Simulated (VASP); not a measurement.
# CoPdO2 (R-3m) in VASP: single point with PBE

Aim: the single point of CoPdO2 with PBE.

Everything below comes from runs of VASP 6.6.1. Logs are shortened: lines on timing, memory, paths and dates and some standing lists are left out, and cuts for length are marked.

## Step 1: The cell of the first run

The structure is trigonal, space group R-3m (No. 166). The conventional cell has a = 2.779 Å, b = 2.779 Å, c = 19.329 Å, α = 90.00°, β = 90.00°, γ = 120.00°. Co (site symmetry -3m) has 6 O at 1.89 Å within 2.5 Å. Within 3.6 Å of Pd (site symmetry -3m) lie 6 O at 2.74 Å and 6 Pd at 2.78 Å and 6 Co at 3.60 Å. Within 2.6 Å of O (site symmetry 3m) lie 3 Co at 1.89 Å and 3 O at 2.56 Å.

The cell was generated, and may not be a known phase.

## Step 2: Single point, PBE, collinear spin, ferromagnetic start

INCAR

```
SYSTEM = CoPdO2
ALGO = Normal
EDIFF = 1E-7
ENCUT = 520
GGA = PE
ISIF = 2
ISMEAR = 0
ISPIN = 2
LASPH = .TRUE.
LCHARG = .FALSE.
LMAXMIX = 4
LORBIT = 11
LREAL = .FALSE.
LWAVE = .FALSE.
MAGMOM = 0.26 0.16 0 0
NBANDS = 28
NELM = 150
PREC = Accurate
SIGMA = 0.1
```

KPOINTS

```
k-points
0
G
  12 12 12
  0 0 0
```

POSCAR

```
CoPdO2
1.0
    1.3894849538      0.8022195121      6.4428975082
   -1.3894849538      0.8022195121      6.4428975082
    0.0000000000     -1.6044390242      6.4428975082
Co Pd O
1 1 2
Direct
    0.0000000000      0.0000000000      0.0000000000
    0.5000000000      0.5000000000      0.5000000000
    0.7183718962      0.7183718962      0.7183718962
    0.2816281038      0.2816281038      0.2816281038
```

Potentials or basis: VASP PAW PBE potentials, release 64 (Co, Pd, O).

Launch:

```sh
cat potpaw_PBE.64/Co/POTCAR potpaw_PBE.64/Pd/POTCAR potpaw_PBE.64/O/POTCAR > POTCAR
mpirun -np 1 vasp_std > vasp.out
```

OUTCAR:

```text
SYSTEM = CoPdO2
   EDIFF = 1E-7
   ENCUT = 520
   GGA = PE
   ISIF = 2
   ISMEAR = 0
   ISPIN = 2
   LASPH = .TRUE.
   LORBIT = 11
   LREAL = .FALSE.
   NELM = 150
   PREC = Accurate

 ion  position               nearest neighbor table
   1  0.000  0.000  0.000-   3 1.89   4 1.89   3 1.89   3 1.89   4 1.89   4 1.89
   2  0.500  0.500  0.500-
   3  0.718  0.718  0.718-   1 1.89   1 1.89   1 1.89
   4  0.282  0.282  0.282-   1 1.89   1 1.89   1 1.89

  LATTYP: Found a trigonal (rhomboedric) cell.
 ALAT       =     6.6396651183
 COS(alpha) =     0.9124118525

  Lattice vectors:

 A1 = (   1.3894849538,   0.8022195121,   6.4428975082)
 A2 = (  -1.3894849538,   0.8022195121,   6.4428975082)
 A3 = (   0.0000000000,  -1.6044390242,   6.4428975082)

Analysis of symmetry for initial positions (statically):
=====================================================================
 Subroutine PRICEL returns:
 Original cell was already a primitive cell.

 Routine SETGRP: Setting up the symmetry group for a
 trigonal (rhombohedral) supercell.

 Subroutine GETGRP returns: Found 12 space group operations
 (whereof 12 operations were pure point group operations)
 out of a pool of 12 trial point group operations.

The static configuration has the point symmetry D_3d.

Analysis of symmetry for dynamics (positions and initial velocities):
=====================================================================
 Subroutine PRICEL returns:
 Original cell was already a primitive cell.

 Routine SETGRP: Setting up the symmetry group for a
 trigonal (rhombohedral) supercell.

 Subroutine GETGRP returns: Found 12 space group operations
 (whereof 12 operations were pure point group operations)
 out of a pool of 12 trial point group operations.

The dynamic configuration has the point symmetry D_3d.

Analysis of structural, dynamic, and magnetic symmetry:
=====================================================================
 Subroutine PRICEL returns:
 Original cell was already a primitive cell.

 Routine SETGRP: Setting up the symmetry group for a
 trigonal (rhombohedral) supercell.

 Subroutine GETGRP returns: Found 12 space group operations
 (whereof 12 operations were pure point group operations)
 out of a pool of 12 trial point group operations.

The overall configuration has the point symmetry D_3d.

 Subroutine INISYM returns: Found 12 space group operations
 (whereof 12 operations are pure point group operations),
 and found     1 'primitive' translations

[... 124 lines left out ...]
   LHFCALC =     F    Hartree Fock is set to
   AEXX    =    0.0000 exact exchange contribution
   IVDW    =     0    specifies the selected vdW correction
   LEPSILON=     F    determine dielectric tensor
   LRPA    =     F    only Hartree local field effects (RPA)
 spin polarized calculation
 Gauss-broadening in eV      SIGMA  =   0.10
  energy-cutoff  :      520.00
  volume of cell :       43.09
 maximum number of plane-waves:      1174
 NGX is ok and might be reduce to    50
   NGX = 25   NGY = 25   NGZ = 25

 number of electron      31.0000002 magnetization       0.2996323

 Free energy of the ion-electron system (eV)
  ---------------------------------------------------
  ext. energy  EPLUGINS =         0.00000000
  ---------------------------------------------------
  free energy    TOTEN  =       -24.19453929 eV

  energy without entropy =      -24.17430022  energy(sigma->0) =      -24.18441976

 E-fermi :   6.6404     XC(G=0): -12.2355

 val. band max:        6.6374958272   @ k =  -0.1667   0.5000   0.1667
 cond. band min:       6.6404208597   @ k =  -0.3333   0.3333   0.2500
 fundamental gap:      0.0029250325
 Fermi energy:         6.6403868107

 spin component 1

 k-point     1 :       0.0000    0.0000    0.0000
  band No.  band energies     occupation
      1     -13.4789      1.00000
      2     -11.6505      1.00000
      3      -0.4339      1.00000
      4       1.2911      1.00000
      5       1.2911      1.00000
      6       2.6932      1.00000
[... 709 lines left out ...]
     26      22.6569      0.00000
     27      24.5383      0.00000

 [... further k-points ...]

 spin component 2

 k-point     1 :       0.0000    0.0000    0.0000
  band No.  band energies     occupation
      1     -13.4423      1.00000
      2     -11.6105      1.00000
      3      -0.3663      1.00000
      4       1.3674      1.00000
      5       1.3674      1.00000
      6       2.7254      1.00000
[... 709 lines left out ...]
     26      22.6857      0.00000
     27      24.5701      0.00000

 [... further k-points ...]

 [bands above 27 left out]

------------------------ aborting loop because EDIFF is reached ----------------------------------------

  FORCE on cell =-STRESS in cart. coord.  units (eV):
  Direction    XX          YY          ZZ          XY          YZ          ZX
  --------------------------------------------------------------------------------------
  -------------------------------------------------------------------------------------
  Total        0.0220651      0.0220651     -0.1007274      0.0000000     -0.0000000      0.0000000
  in kB        0.8204201      0.8204201     -3.7452298      0.0000000     -0.0000000      0.0000000
  external PRESSURE =      -0.7014632 kB  Pullay stress =       0.0000000 kB

 VOLUME and BASIS-vectors are now :
 -----------------------------------------------------------------------------
  energy-cutoff  :      520.00
  volume of cell :       43.09
      direct lattice vectors                 reciprocal lattice vectors
     1.389484954  0.802219512  6.442897508     0.359845566  0.207756935  0.051736557
    -1.389484954  0.802219512  6.442897508    -0.359845566  0.207756935  0.051736557
     0.000000000 -1.604439024  6.442897508     0.000000000 -0.415513869  0.051736557

 POSITION                                       TOTAL-FORCE (eV/Angst)
 -----------------------------------------------------------------------------------
      0.00000      0.00000      0.00000        -0.000000     -0.000000     -0.000000
      0.00000      0.00000      9.66435         0.000000      0.000000     -0.000000
      0.00000      0.00000     13.88519        -0.000000     -0.000000      0.069090
      0.00000      0.00000      5.44350        -0.000000     -0.000000     -0.069090
 -----------------------------------------------------------------------------------
    total drift:                                0.000000      0.000000     -0.000000

  FREE ENERGIE OF THE ION-ELECTRON SYSTEM (eV)
  ---------------------------------------------------
  free  energy   TOTEN  =       -24.1945392921 eV

  energy  without entropy=      -24.1743002240  energy(sigma->0) =      -24.18441976

 total charge

# of ion       s       p       d       tot
------------------------------------------
    1        0.449   0.705   7.303   8.457
    2        0.317   0.245   8.530   9.093
    3        1.580   3.370   0.000   4.950
    4        1.580   3.370   0.000   4.950
--------------------------------------------------
tot          3.927   7.690  15.833  27.450

 magnetization (x)

# of ion       s       p       d       tot
------------------------------------------
    1        0.002   0.004   0.204   0.210
    2       -0.002  -0.001   0.044   0.041
    3        0.001   0.022   0.000   0.022
    4        0.001   0.022   0.000   0.022
--------------------------------------------------
tot          0.001   0.048   0.247   0.296
```

Wall time 1.9 h (1 thread of Intel Xeon 8259CL, shared host); peak memory 0.71 GiB.

Results:

- Free energy: -24.1945 eV
- Pressure: -0.1 GPa
- Largest force: 0.069 eV/Å
- Net moment: 0.30 μB per cell
- Site moments: Co +0.21; Pd +0.04; O +0.02 μB
- Valence electrons inside the program's atomic spheres: Co 8.46; Pd 9.09; O 4.95

Forces on the atoms (eV/Å):
```
Co   0.000  0.000  0.000
Pd   0.000  0.000  0.000
O    0.000  0.000  0.069
O    0.000  0.000 -0.069
```

Stress tensor (GPa, compression positive):
```
 0.08  0.00  0.00
 0.00  0.08  0.00
 0.00  0.00 -0.37
```

Caveat: semilocal functionals often make such compounds metallic where correlation or magnetic order opens a gap, which also shifts bond lengths.
